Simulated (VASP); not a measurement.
Input of a VASP 6.6.1 run:

The input INCAR:

```
PREC = Accurate
ENCUT = 520
EDIFF = 1E-7
ISMEAR = -1
SIGMA = 0.05
LREAL = F
LASPH = T
NELM = 150
ALGO = Fast
ISIF = 2
LWAVE = F
LCHARG = T
ISPIN = 2
MAGMOM = 2 2 2 2
LORBIT = 11
LMAXMIX = 4
GGA = PE
LELF = T
LVHAR = T
NBANDS = 30
```

File KPOINTS:

```
regular mesh
0
Gamma
  5 5 2
```

File POSCAR:

```
Co
1.0
    2.4705617809      0.0000000000      0.0000000000
   -1.2352808905      2.1395692639      0.0000000000
    0.0000000000      0.0000000000      8.0882338000
Co
4
Direct
    0.6666666667      0.3333333333      0.7500000000
    0.0000000000      0.0000000000      0.5000000000
    0.3333333333      0.6666666667      0.2500000000
    0.0000000000      0.0000000000      0.0000000000
```

Potentials or basis: VASP PAW PBE potentials, release 64 (Co).

Launch:

```bash
$ cat potpaw_PBE.64/Co/POTCAR > POTCAR
$ mpirun -np 1 vasp_std > vasp.out
```

(1) What does it give for the site moments?

(2) Estimate the pressure.

(3) What does it give for the net moment?

## Answers

(1) Co +1.75 μB.

(2) 5.6 GPa.

(3) 6.95 μB per cell.

Caveat: the k points lie up to 0.59 Å⁻¹ apart.
